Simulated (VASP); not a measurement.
# SrO (Fm-3m) in VASP: further runs

The runs below take SrO through vibrations by perturbation theory, with PBE.

Program: VASP 6.6.1. These are calculated values, not measurements. Logs are shortened: lines on timing, memory, paths and dates and some standing lists are left out, and cuts for length are marked.

### Step 1. The cell of the first run

It takes space group Fm-3m (No. 225, cubic). Conventional cell: a = 5.098 Å, b = 5.098 Å, c = 5.098 Å, α = 90.00°, β = 90.00°, γ = 90.00°. Sr (site symmetry m-3m) has 6 O at 2.55 Å within 3.4 Å. Within 3.4 Å of O (site symmetry m-3m) lie 6 Sr at 2.55 Å.

### Step 2. Vibrations by perturbation theory, PBE

INCAR

```
ALGO = Normal
EDIFF = 1E-8
ENCUT = 520
GGA = PE
IBRION = 8
ISIF = 2
ISMEAR = 0
LASPH = True
LCHARG = True
LEPSILON = True
LREAL = False
LWAVE = False
NBANDS = 15
NELM = 80
NSW = 1
PREC = Accurate
SIGMA = 0.01
```

KPOINTS

```
k-points
0
Gamma
  8 8 8
```

POSCAR

```
SrO
1.0
    0.0000000000      2.5489000000      2.5489000000
    2.5489000000      0.0000000000      2.5489000000
    2.5489000000      2.5489000000      0.0000000000
Sr O
1 1
Direct
    0.0000000000      0.0000000000      0.0000000000
    0.5000000000      0.5000000000      0.5000000000
```

Potentials or basis: VASP PAW PBE potentials, release 64 (Sr_sv, O).

Started as:

```bash
$ cat potpaw_PBE.64/Sr_sv/POTCAR potpaw_PBE.64/O/POTCAR > POTCAR
$ mpirun -np 1 vasp_std > vasp.out
```

OUTCAR:

```text
EDIFF = 1E-8
   ENCUT = 520
   GGA = PE
   IBRION = 8
   ISIF = 2
   ISMEAR = 0
   LASPH = True
   LEPSILON = True
   LREAL = False
   NELM = 80
   NSW = 1
   PREC = Accurate

 ion  position               nearest neighbor table
   1  0.000  0.000  0.000-   2 2.55   2 2.55   2 2.55   2 2.55   2 2.55   2 2.55
   2  0.500  0.500  0.500-   1 2.55   1 2.55   1 2.55   1 2.55   1 2.55   1 2.55

  LATTYP: Found a face centered cubic cell.
 ALAT       =     5.0978000000

  Lattice vectors:

 A1 = (   0.0000000000,   2.5489000000,   2.5489000000)
 A2 = (   2.5489000000,   0.0000000000,   2.5489000000)
 A3 = (   2.5489000000,   2.5489000000,   0.0000000000)

Analysis of symmetry for initial positions (statically):
=====================================================================
 Subroutine PRICEL returns:
 Original cell was already a primitive cell.

 Routine SETGRP: Setting up the symmetry group for a
 face centered cubic supercell.

 Subroutine GETGRP returns: Found 48 space group operations
 (whereof 48 operations were pure point group operations)
 out of a pool of 48 trial point group operations.

The static configuration has the point symmetry O_h .

Analysis of symmetry for dynamics (positions and initial velocities):
=====================================================================
 Subroutine PRICEL returns:
 Original cell was already a primitive cell.

 Routine SETGRP: Setting up the symmetry group for a
 face centered cubic supercell.

 Subroutine GETGRP returns: Found 48 space group operations
 (whereof 48 operations were pure point group operations)
 out of a pool of 48 trial point group operations.

The dynamic configuration has the point symmetry O_h .

 Subroutine INISYM returns: Found 48 space group operations
 (whereof 48 operations are pure point group operations),
 and found     1 'primitive' translations

----------------------------------------------------------------------------------------

[... 664 lines left out ...]
 MACROSCOPIC STATIC DIELECTRIC TENSOR (including local field effects in DFT)
 ------------------------------------------------------
           3.831213     0.000000    -0.000000
           0.000000     3.831213     0.000000
          -0.000000     0.000000     3.831213
 ------------------------------------------------------

 PIEZOELECTRIC TENSOR (including local field effects)  for field in x, y, z        (e  Angst)
          XX          YY          ZZ          XY          YZ          ZX
  --------------------------------------------------------------------------------
  x     0.00000     0.00000     0.00000     0.00000     0.00000     0.00000
  y     0.00000     0.00000     0.00000     0.00000     0.00000     0.00000
  z     0.00000     0.00000     0.00000     0.00000     0.00000     0.00000

 PIEZOELECTRIC TENSOR (including local field effects)  for field in x, y, z        (C/m^2)
          XX          YY          ZZ          XY          YZ          ZX
  --------------------------------------------------------------------------------
  x     0.00000     0.00000     0.00000     0.00000     0.00000     0.00000
  y     0.00000     0.00000     0.00000     0.00000     0.00000     0.00000
  z     0.00000     0.00000     0.00000     0.00000     0.00000     0.00000

 BORN EFFECTIVE CHARGES (including local field effects) (in |e|, cummulative output)
 ---------------------------------------------------------------------------------
 ion    1
    1     2.47276     0.00000     0.00000
    2    -0.00000     2.47276     0.00000
    3     0.00000     0.00000     2.47276
 ion    2
    1    -2.47276    -0.00000     0.00000
    2     0.00000    -2.47276     0.00000
    3     0.00000     0.00000    -2.47276

 INTERNAL STRAIN TENSOR FOR ION    2 for displacements in x,y,z  (eV/Angst):
          X           Y           Z          XY          YZ          ZX
  --------------------------------------------------------------------------------
  x     0.00000     0.00000     0.00000     0.00000     0.00000     0.00000
  y     0.00000     0.00000     0.00000     0.00000     0.00000     0.00000
  z     0.00000     0.00000     0.00000     0.00000     0.00000     0.00000

 SECOND DERIVATIVES (NOT SYMMETRIZED)
 ------------------------------------
               1X          1Y          1Z          2X          2Y          2Z
  1X    -2.631831    0.000000    0.000000    2.631831    0.000000    0.000000
  1Y     0.000000   -2.631831    0.000000    0.000000    2.631831    0.000000
  1Z     0.000000    0.000000   -2.631831    0.000000    0.000000    2.631831
  2X     2.621299    0.000000    0.000000   -2.621299    0.000000    0.000000
  2Y     0.000000    2.621299    0.000000    0.000000   -2.621299    0.000000
  2Z     0.000000    0.000000    2.621299    0.000000    0.000000   -2.621299

 Eigenvectors and eigenvalues of the dynamical matrix
 ----------------------------------------------------

   1 f  =    6.883415 THz    43.249775 2PiTHz  229.606025 cm-1    28.467506 meV
             X         Y         Z           dx          dy          dz
      0.000000  0.000000  0.000000     0.000000    0.393618    0.000000
      2.548900  2.548900  2.548900     0.000000   -0.919274    0.000000
[... 21 lines left out ...]
   6 f/i=    0.004993 THz     0.031374 2PiTHz    0.166560 cm-1     0.020651 meV
             X         Y         Z           dx          dy          dz
      0.000000  0.000000  0.000000     0.000000    0.000000    0.919274
      2.548900  2.548900  2.548900     0.000000    0.000000    0.393618

--------------------------------------------------------------------------------------------------------

 MACROSCOPIC STATIC DIELECTRIC TENSOR IONIC CONTRIBUTION
 ------------------------------------------------------
          12.718984    -0.000000    -0.000000
          -0.000000    12.718984    -0.000000
          -0.000000    -0.000000    12.718984
 ------------------------------------------------------

 ELASTIC MODULI CONTR FROM IONIC RELAXATION (kBar)
 Direction    XX          YY          ZZ          XY          YZ          ZX
 --------------------------------------------------------------------------------
 XX           0.0000      0.0000      0.0000      0.0000      0.0000      0.0000
 YY           0.0000      0.0000      0.0000      0.0000      0.0000      0.0000
 ZZ           0.0000      0.0000      0.0000      0.0000      0.0000      0.0000
 XY           0.0000      0.0000      0.0000      0.0000      0.0000      0.0000
 YZ           0.0000      0.0000      0.0000      0.0000      0.0000      0.0000
 ZX           0.0000      0.0000      0.0000      0.0000      0.0000      0.0000
 --------------------------------------------------------------------------------

 PIEZOELECTRIC TENSOR IONIC CONTR  for field in x, y, z        (C/m^2)
          XX          YY          ZZ          XY          YZ          ZX
  --------------------------------------------------------------------------------
  x     0.00000     0.00000     0.00000     0.00000     0.00000     0.00000
  y     0.00000     0.00000     0.00000     0.00000     0.00000     0.00000
  z     0.00000     0.00000     0.00000     0.00000     0.00000     0.00000
```

stdout:

```text
POSCAR found type information on POSCAR SrO
 POSCAR found :  2 types and       2 ions
 scaLAPACK will be used
 LDA part: xc-table for (Slater+PW92), standard interpolation
 POSCAR, INCAR and KPOINTS ok, starting setup
 FFT: planning ... GRIDC
 FFT: planning ... GRID_SOFT
 FFT: planning ... GRID
 WAVECAR not read
 entering main loop
[... 23 lines left out ...]
  Direction:   3
 dielectric tensor                  component  3 :     0.018     0.140     3.831
 Linear response DOF=           2
 Linear response progress:
 first order change of Fermi-energy   0.23553E-03
 force on displaced ion       1 direction 1 :  -2.632   0.000   0.000
 Born effective charge ion    1 direction 1 :   2.472   0.000   0.000
 Linear response progress:
 first order change of Fermi-energy   0.72578E-04
 force on displaced ion       2 direction 1 :  -2.621   0.000   0.000
 Born effective charge ion    2 direction 1 :  -2.473   0.000   0.000
 Born effective charges drift removed
 Linear response finished
```

It took 6 min on 1 thread of Intel Xeon 8259CL, shared host; peak memory 0.23 GiB.

Results:

- Electronic dielectric tensor (diagonal): 3.83
- Born charges (mean of the diagonal): Sr +2.47; O -2.47 e
- Highest phonon frequency at Γ, LO-TO splitting left out: 230 cm⁻¹

Phonon frequencies in cm⁻¹ (negative: imaginary):
```csv
q point,frequencies
"(0.000, 0.000, 0.000)",0 0 0 230 230 230
```

Electronic dielectric tensor:
```
3.83 0.00 0.00
0.00 3.83 0.00
0.00 0.00 3.83
```

Born effective charge tensors (e):
atom 1, Sr
```
2.47 0.00 0.00
0.00 2.47 0.00
0.00 0.00 2.47
```
atom 2, O
```
-2.47  0.00  0.00
 0.00 -2.47  0.00
 0.00  0.00 -2.47
```

Caveat: the cell stands under pressure or tension, which shifts response properties.

### Step 3. Vibrations by perturbation theory, PBE

INCAR

```
SYSTEM = SrO
  ALGO = Normal
  EDIFF = 1E-8
  ENCUT = 520
  GGA = PE
  IBRION = 8
  ISIF = 2
  ISMEAR = 0
  LASPH = .TRUE.
  LCHARG = .FALSE.
  LREAL = .FALSE.
  LWAVE = .FALSE.
  NELM = 80
  NSW = 1
  PREC = Accurate
  SIGMA = 0.01
```

KPOINTS

```
k-points
0
G
  8 8 8
  0 0 0
```

POSCAR is that of step 2.

Potentials or basis: VASP PAW PBE potentials, release 64 (Sr_sv, O).

Started as:

```bash
$ cat potpaw_PBE.64/Sr_sv/POTCAR potpaw_PBE.64/O/POTCAR > POTCAR
$ mpirun -np 1 vasp_std > vasp.out
```

OUTCAR:

```text
SYSTEM = SrO
   EDIFF = 1E-8
   ENCUT = 520
   GGA = PE
   IBRION = 8
   ISIF = 2
   ISMEAR = 0
   LASPH = .TRUE.
   LREAL = .FALSE.
   NELM = 80
   NSW = 1
   PREC = Accurate

 ion  position               nearest neighbor table
   1  0.000  0.000  0.000-   2 2.55   2 2.55   2 2.55   2 2.55   2 2.55   2 2.55
   2  0.500  0.500  0.500-   1 2.55   1 2.55   1 2.55   1 2.55   1 2.55   1 2.55

  LATTYP: Found a face centered cubic cell.
 ALAT       =     5.0978000000

  Lattice vectors:

 A1 = (   0.0000000000,   2.5489000000,   2.5489000000)
 A2 = (   2.5489000000,   0.0000000000,   2.5489000000)
 A3 = (   2.5489000000,   2.5489000000,   0.0000000000)

Analysis of symmetry for initial positions (statically):
=====================================================================
 Subroutine PRICEL returns:
 Original cell was already a primitive cell.

 Routine SETGRP: Setting up the symmetry group for a
 face centered cubic supercell.

 Subroutine GETGRP returns: Found 48 space group operations
 (whereof 48 operations were pure point group operations)
 out of a pool of 48 trial point group operations.

The static configuration has the point symmetry O_h .

Analysis of symmetry for dynamics (positions and initial velocities):
=====================================================================
 Subroutine PRICEL returns:
 Original cell was already a primitive cell.

 Routine SETGRP: Setting up the symmetry group for a
[... 547 lines left out ...]
      2.54890      2.54890      2.54890         0.000000      0.000000     -0.000000
 -----------------------------------------------------------------------------------
    total drift:                                0.000000      0.000000      0.000000

  FREE ENERGIE OF THE ION-ELECTRON SYSTEM (eV)
  ---------------------------------------------------
  free  energy   TOTEN  =       -12.0152775160 eV

  energy  without entropy=      -12.0152775160  energy(sigma->0) =      -12.01527752

[... ionic steps 2 to 3 ...]

--------------------------------------- Ionic step        4  -------------------------------------------

------------------------ aborting loop because EDIFF is reached ----------------------------------------

[... ionic steps 5 to 6 ...]

--------------------------------------- Ionic step        7  -------------------------------------------

 Free energy of the ion-electron system (eV)
  ---------------------------------------------------
  ---------------------------------------------------
  free energy    TOTEN  =        -0.36613943 eV

  energy without entropy =       -0.36613943

------------------------ aborting loop because EDIFF is reached ----------------------------------------

 INTERNAL STRAIN TENSOR  FOR ION    2  DIRECTION 1   (eV/Angst):
 -----------------------------------------------------------------------------
     0.00099 -0.00000  0.00000
     0.00000 -0.00411 -0.00000
     0.00000 -0.00000 -0.00411

 INTERNAL STRAIN TENSOR FOR ION    2 for displacements in x,y,z  (eV/Angst):
          X           Y           Z          XY          YZ          ZX
  --------------------------------------------------------------------------------
  x     0.00000     0.00000     0.00000     0.00000     0.00000     0.00000
  y     0.00000     0.00000     0.00000     0.00000     0.00000     0.00000
  z     0.00000     0.00000     0.00000     0.00000     0.00000     0.00000

 SECOND DERIVATIVES (NOT SYMMETRIZED)
 ------------------------------------
               1X          1Y          1Z          2X          2Y          2Z
  1X    -2.631668    0.000000    0.000000    2.631668    0.000000    0.000000
  1Y     0.000000   -2.631668    0.000000    0.000000    2.631668    0.000000
  1Z     0.000000    0.000000   -2.631668    0.000000    0.000000    2.631668
  2X     2.621295    0.000000    0.000000   -2.621295    0.000000    0.000000
  2Y     0.000000    2.621295    0.000000    0.000000   -2.621295    0.000000
  2Z     0.000000    0.000000    2.621295    0.000000    0.000000   -2.621295

 Eigenvectors and eigenvalues of the dynamical matrix
 ----------------------------------------------------

   1 f  =    6.883378 THz    43.249540 2PiTHz  229.604779 cm-1    28.467352 meV
             X         Y         Z           dx          dy          dz
      0.000000  0.000000  0.000000    -0.368316   -0.138817    0.000000
      2.548900  2.548900  2.548900     0.860210    0.324210    0.000000
[... 21 lines left out ...]
   6 f/i=    0.004918 THz     0.030901 2PiTHz    0.164051 cm-1     0.020340 meV
             X         Y         Z           dx          dy          dz
      0.000000  0.000000  0.000000    -0.148431    0.814357   -0.399829
      2.548900  2.548900  2.548900    -0.063554    0.348684   -0.171195

--------------------------------------------------------------------------------------------------------

 ELASTIC MODULI CONTR FROM IONIC RELAXATION (kBar)
 Direction    XX          YY          ZZ          XY          YZ          ZX
 --------------------------------------------------------------------------------
 XX           0.0000      0.0000      0.0000      0.0000      0.0000      0.0000
 YY           0.0000      0.0000      0.0000      0.0000      0.0000      0.0000
 ZZ           0.0000      0.0000      0.0000      0.0000      0.0000      0.0000
 XY           0.0000      0.0000      0.0000      0.0000      0.0000      0.0000
 YZ           0.0000      0.0000      0.0000      0.0000      0.0000      0.0000
 ZX           0.0000      0.0000      0.0000      0.0000      0.0000      0.0000
 --------------------------------------------------------------------------------
```

OSZICAR:

```text
N       E                     dE             d eps       ncg     rms          rms(c)
DAV:   1     0.800172318320E+02    0.80017E+02   -0.86679E+03   696   0.130E+03
[... 50 lines left out ...]
RMM:   8    -0.366138087081E+00   -0.19922E-05    0.15295E-06  3087   0.247E-03    0.659E-04
RMM:   9    -0.366137823436E+00    0.26364E-06    0.14297E-06  3095   0.100E-03    0.191E-04
RMM:  10    -0.366139055351E+00   -0.12319E-05    0.16331E-07  3212   0.363E-04    0.517E-05
RMM:  11    -0.366139458283E+00   -0.40293E-06    0.90534E-08  3308   0.140E-04    0.287E-05
RMM:  12    -0.366139504359E+00   -0.46076E-07    0.66541E-08  3150   0.626E-05    0.617E-06
RMM:  13    -0.366139423810E+00    0.80548E-07    0.12026E-08  3199   0.279E-05    0.700E-06
RMM:  14    -0.366139432018E+00   -0.82073E-08   -0.42491E-09  3189   0.133E-05    0.182E-06
 Linear response finished
```

Run time: 2 min. Hardware: 1 thread of Intel Xeon 8259CL, shared host; peak memory 0.22 GiB.

What came out:

```yaml
Highest_phonon_frequency_at_Γ_LO-TO_splitting_left_out: 230 cm⁻¹
```

Phonon frequencies in cm⁻¹ (negative: imaginary):
```tsv
q point	frequencies
(0.000, 0.000, 0.000)	0 0 0 230 230 230
```

Caveat: the cell stands under pressure or tension, which shifts response properties.
